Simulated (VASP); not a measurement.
# CuO (Cccm) in VASP: further runs, part 2 of 2

VASP 6.6.1. Earlier steps stand in the parts before.

## Step 3: Single point, PBEsol

This run uses another cell than the first one, of 11.96 Å³/atom.

INCAR

```
PREC = Accurate ; ENCUT = 700
EDIFF = 1E-6 ; ISMEAR = -1
SIGMA = 0.05 ; LREAL = False
LASPH = True ; NELM = 120
ALGO = Normal ; ISIF = 2
LWAVE = False ; LCHARG = False
GGA = PS ; NBANDS = 33
GGA_COMPAT = False
```

KPOINTS

```
regular mesh
0
Gamma
  7 7 5
```

POSCAR

```
CuO
1.0
    2.0706067200     -2.2396920000      0.0000000000
    2.0706067200      2.2396920000      0.0000000000
    0.0000000000      0.0000000000      5.1559280000
Cu O
2 2
Direct
    0.5000000000      0.0000000000      0.0000000000
    0.0000000000      0.5000000000      0.5000000000
    0.5000000000      0.5000000000      0.2500000000
    0.5000000000      0.5000000000      0.7500000000
```

Potentials or basis: VASP PAW PBE potentials, release 64 (Cu_sv_GW, O).

On the command line:

```sh
cat potpaw_PBE.64/Cu_sv_GW/POTCAR potpaw_PBE.64/O/POTCAR > POTCAR
mpirun -np 1 vasp_std > vasp.out
```

OUTCAR:

```text
PREC = Accurate
   ENCUT = 700
   EDIFF = 1E-6
   ISMEAR = -1
   LREAL = False
   LASPH = True
   NELM = 120
   ISIF = 2
   GGA = PS

 ion  position               nearest neighbor table
   1  0.500  0.000  0.000-   3 2.00   4 2.00   3 2.00   4 2.00
   2  0.000  0.500  0.500-   3 2.00   4 2.00   3 2.00   4 2.00
   3  0.500  0.500  0.250-   1 2.00   2 2.00   1 2.00   2 2.00
   4  0.500  0.500  0.750-   1 2.00   2 2.00   1 2.00   2 2.00

  LATTYP: Found a base centered orthorhombic cell.
[... 1065 lines left out ...]
  Direction    XX          YY          ZZ          XY          YZ          ZX
  --------------------------------------------------------------------------------------
  -------------------------------------------------------------------------------------
  Total       -4.5730505     -5.3673477     -5.0803181     -0.0000000      0.0000000      0.0000000
  in kB     -153.2123653   -179.8239574   -170.2075141     -0.0000000      0.0000000      0.0000000
  external PRESSURE =    -167.7479456 kB  Pullay stress =       0.0000000 kB

 VOLUME and BASIS-vectors are now :
 -----------------------------------------------------------------------------
  energy-cutoff  :      700.00
  volume of cell :       47.82
      direct lattice vectors                 reciprocal lattice vectors
     2.070606720 -2.239692000  0.000000000     0.241475117 -0.223244982  0.000000000
     2.070606720  2.239692000  0.000000000     0.241475117  0.223244982  0.000000000
     0.000000000  0.000000000  5.155928000     0.000000000  0.000000000  0.193951506

 POSITION                                       TOTAL-FORCE (eV/Angst)
 -----------------------------------------------------------------------------------
      1.03530     -1.11985      0.00000         0.000000      0.000000      0.000000
      1.03530      1.11985      2.57796         0.000000      0.000000      0.000000
      2.07061      0.00000      1.28898         0.000000      0.000000     -0.000000
      2.07061      0.00000      3.86695         0.000000     -0.000000      0.000000
 -----------------------------------------------------------------------------------
    total drift:                                0.000000      0.000000     -0.000000

  FREE ENERGIE OF THE ION-ELECTRON SYSTEM (eV)
  ---------------------------------------------------
  free  energy   TOTEN  =       -21.4217206328 eV

  energy  without entropy=      -21.4061742860  energy(sigma->0) =      -21.41394746
```

OSZICAR:

```text
N       E                     dE             d eps       ncg     rms          rms(c)
DAV:   1     0.997607404962E+03    0.99761E+03   -0.37315E+04  4980   0.493E+03
DAV:   2     0.793996844654E+02   -0.91821E+03   -0.88214E+03  5292   0.133E+03
DAV:   3    -0.217590003847E+02   -0.10116E+03   -0.98947E+02  5998   0.470E+02
DAV:   4    -0.273478268711E+02   -0.55888E+01   -0.55704E+01  5214   0.124E+02
DAV:   5    -0.276172121604E+02   -0.26939E+00   -0.26928E+00  5496   0.246E+01    0.179E+01
DAV:   6    -0.275124429839E+02    0.10477E+00   -0.56764E+01  5528   0.365E+02    0.188E+01
DAV:   7    -0.213633103065E+02    0.61491E+01   -0.19592E+01  5232   0.292E+02    0.365E+00
DAV:   8    -0.214446705682E+02   -0.81360E-01   -0.17317E+00  5248   0.117E+01    0.174E+00
DAV:   9    -0.214232074661E+02    0.21463E-01   -0.50483E-02  5832   0.103E+01    0.444E-01
DAV:  10    -0.214217043959E+02    0.15031E-02   -0.55455E-03  5392   0.207E+00    0.220E-01
DAV:  11    -0.214217747813E+02   -0.70385E-04   -0.18618E-03  5816   0.140E+00    0.703E-02
DAV:  12    -0.214217202525E+02    0.54529E-04   -0.25707E-04  5616   0.310E-01    0.157E-02
DAV:  13    -0.214217201819E+02    0.70613E-07   -0.28371E-05  5328   0.186E-01    0.656E-03
DAV:  14    -0.214217206328E+02   -0.45087E-06   -0.60106E-07  2568   0.586E-02
   1 F= -.21421721E+02 E0= -.21413947E+02  d E =-.155463E-01
```

stdout:

```text
POSCAR found type information on POSCAR CuO
 POSCAR found :  2 types and       4 ions
 scaLAPACK will be used
 -----------------------------------------------------------------------------
|                                                                             |
|                                                                             |
|     You enforced a specific xc type in the INCAR file but a different       |
|     I HOPE YOU KNOW WHAT YOU ARE DOING!                                     |
|                                                                             |
 -----------------------------------------------------------------------------

 LDA part: xc-table for (Slater+PW92), standard interpolation
 POSCAR, INCAR and KPOINTS ok, starting setup
 FFT: planning ... GRIDC
 FFT: planning ... GRID_SOFT
 FFT: planning ... GRID
 WAVECAR not read
 entering main loop
```

Run time: 1.7 min. Hardware: 1 thread of Intel Xeon 6975P-C (Granite Rapids), shared host; peak memory 0.25 GiB.

Results:

- Free energy: -21.4217 eV
- Pressure: -16.8 GPa
- Band gap on the k mesh: zero (bands 25 and 26 overlap by 0.83 eV)

Caveat: the cell stands under tension; the PAW data sets were made with another functional, which shifts forces and pressure a little; semilocal functionals often make such compounds metallic where correlation or magnetic order opens a gap, which also shifts bond lengths. With open d or f shells a metallic result of PBEsol can be an artefact of self-interaction; +U or a hybrid may open a gap.

## Step 4: Single point, r2SCAN

This run uses another cell than the first one, of 11.27 Å³/atom.

POSCAR

```
CuO
1.0
    2.0041536028     -2.1678123362      0.0000000000
    2.0041536028      2.1678123362      0.0000000000
    0.0000000000      0.0000000000      5.1900742137
Cu O
2 2
Direct
    0.5000000000      0.0000000000      0.0000000000
    0.0000000000      0.5000000000      0.5000000000
    0.5000000000      0.5000000000      0.2500000000
    0.5000000000      0.5000000000      0.7500000000
```

INCAR.step1

```
SYSTEM = CuO
ALGO = Normal
EDIFF = 1E-4
ENCUT = 520
GGA = PE
ISMEAR = -1
LASPH = .TRUE.
LCHARG = .FALSE.
LREAL = .FALSE.
LWAVE = .TRUE.
NBANDS = 25
NELM = 100
PREC = Accurate
SIGMA = 0.05
```

INCAR.step2

```
SYSTEM = CuO
ALGO = Normal
EDIFF = 1E-6
ENCUT = 520
ISIF = 2
ISMEAR = -1
ISTART = 1
LASPH = .TRUE.
LCHARG = .FALSE.
LMIXTAU = .TRUE.
LREAL = .FALSE.
LWAVE = .FALSE.
METAGGA = R2SCAN
NBANDS = 25
NELM = 100
PREC = Accurate
SIGMA = 0.05
```

KPOINTS

```
k-points
0
G
  9 9 5
  0 0 0
```

Potentials or basis: VASP PAW PBE potentials, release 64 (Cu, O).

On the command line:

```sh
cat potpaw_PBE.64/Cu/POTCAR potpaw_PBE.64/O/POTCAR > POTCAR
cp INCAR.step1 INCAR
mpirun -np 1 vasp_std > vasp.out
cp INCAR.step2 INCAR
mpirun -np 1 vasp_std > vasp.out
```

It took 83 s on 1 thread of Intel Xeon 6975P-C (Granite Rapids), shared host; peak memory 0.21 GiB.

Results (log left out):

* Free energy: -36.4339 eV
* Pressure: -6.8 GPa
* Band gap on the k mesh: zero (bands 17 and 18 overlap by 0.84 eV)

Stress tensor (GPa, compression positive):
```
-5.54  0.00  0.00
 0.00 -6.97  0.00
 0.00  0.00 -8.03
```

Levels at points of the mesh, in eV from the Fermi level:
| k point | band 14 | band 15 | band 16 | band 17 | band 18 | band 19 | band 20 | band 21 |
| --- | --- | --- | --- | --- | --- | --- | --- | --- |
| (0.00, 0.00, 0.00) | -2.45 | -2.42 | -2.05 | 0.58 | 0.78 | 1.66 | 6.57 | 7.67 |

Caveat: the cell stands under tension; the PAW data sets were made with another functional, which shifts forces and pressure a little; semilocal functionals often make such compounds metallic where correlation or magnetic order opens a gap, which also shifts bond lengths.

## Step 5: Single point, LDA+U

INCAR

```
SYSTEM = CuO
PREC = Accurate
ENCUT = 520
EDIFF = 1E-6
ISMEAR = -1
SIGMA = 0.05
LREAL = .False.
LASPH = .True.
NELM = 150
ALGO = Normal
ISIF = 2
LWAVE = .False.
LCHARG = .False.
LMAXMIX = 4
LDAU = .True.
LDAUTYPE = 2
LDAUL = 2 -1
LDAUU = 4.5 0
LDAUJ = 0 0
LDAUPRINT = 1
GGA = CA
NBANDS = 25
```

KPOINTS

```
Automatic mesh
0
Gamma
  9 9 5
  0 0 0
```

POSCAR

```
CuO
1.0
    1.9909680000     -2.1535500000      0.0000000000
    1.9909680000      2.1535500000      0.0000000000
    0.0000000000      0.0000000000      5.1559280000
Cu O
2 2
Direct
    0.5000000000      0.0000000000      0.0000000000
    0.0000000000      0.5000000000      0.5000000000
    0.5000000000      0.5000000000      0.2500000000
    0.5000000000      0.5000000000      0.7500000000
```

Potentials or basis: VASP PAW LDA potentials, release 64 (Cu, O).

On the command line:

```sh
cat potpaw_LDA.64/Cu/POTCAR potpaw_LDA.64/O/POTCAR > POTCAR
mpirun -np 1 vasp_std > vasp.out
```

It took 24 s on 1 thread of Intel Xeon 6975P-C (Granite Rapids), shared host; peak memory 0.18 GiB.

Results (log left out):

```
Free energy            : -20.1469 eV
Pressure               : -13.9 GPa
Band gap on the k mesh : zero (bands 17 and 18 overlap by 0.92 eV)
```

Stress tensor (GPa, compression positive):
```
-11.55   0.00   0.00
  0.00 -13.42   0.00
  0.00   0.00 -16.78
```

Levels at points of the mesh, in eV from the Fermi level:
```csv
k point,band 13,band 14,band 15,band 16,band 17,band 18,band 19,band 20,band 21,band 22
"(0.00, 0.00, 0.00)",-3.05,-3.04,-2.52,-2.12,0.62,0.81,1.64,6.52,7.49,13.40
```

Eigenvalues of the final occupation matrices:
| site | spin | trace | eigenvalues |
| --- | --- | --- | --- |
| site 1 d | 1 | 4.64 | 0.80 0.94 0.96 0.96 0.97 |
| site 1 d | 2 | 4.64 | 0.80 0.94 0.96 0.96 0.97 |
| site 2 d | 1 | 4.64 | 0.80 0.94 0.96 0.96 0.97 |
| site 2 d | 2 | 4.64 | 0.80 0.94 0.96 0.96 0.97 |

Caveat: the stress differs along the axes, from -17 to -12 GPa; U without spin polarisation on a metal has little footing.

## Step 6: Overview

| task | level | potentials or basis | U | cell | k mesh | cutoff (eV) | gap on the mesh (eV) | pressure (GPa) |
| --- | --- | --- | --- | --- | --- | --- | --- | --- |
| relaxation of cell and atoms | revPBE | VASP PAW PBE potentials, release 64 (Cu, O) | - | relaxed from a = 2.933, b = 2.933, c = 5.156 Å, angles 90.0, 90.0, 94.5°, 4 atoms | 9 × 9 × 5 | 600 | none | 0.0 |
| single point | PBEsol | VASP PAW PBE potentials, release 64 (Cu_sv_GW, O) | - | a = 3.050, b = 3.050, c = 5.156 Å, angles 90.0, 90.0, 94.5°, 4 atoms | 7 × 7 × 5 | 700 | none | -16.8 |
| single point | r2SCAN | VASP PAW PBE potentials, release 64 (Cu, O) | - | a = 2.952, b = 2.952, c = 5.190 Å, angles 90.0, 90.0, 94.5°, 4 atoms | 9 × 9 × 5 | 520 | none | -6.8 |
| single point | LDA+U | VASP PAW LDA potentials, release 64 (Cu, O) | Cu d U = 4.5 eV | a = 2.933, b = 2.933, c = 5.156 Å, angles 90.0, 90.0, 94.5°, 4 atoms | 9 × 9 × 5 | 520 | none | -13.9 |

Alike in all rows: no spin polarisation; smearing fermi-dirac 0.05 eV.

Caveats: the PAW data sets were made with another functional, which shifts forces and pressure a little (at least some runs); semilocal functionals often make such compounds metallic where correlation or magnetic order opens a gap, which also shifts bond lengths (at least some runs); the cell stands under tension (at least some runs); the stress differs along the axes, from -17 to -12 GPa (at least some runs); U without spin polarisation on a metal has little footing (at least some runs).

Absolute energies hang on the potentials; compare differences alone.
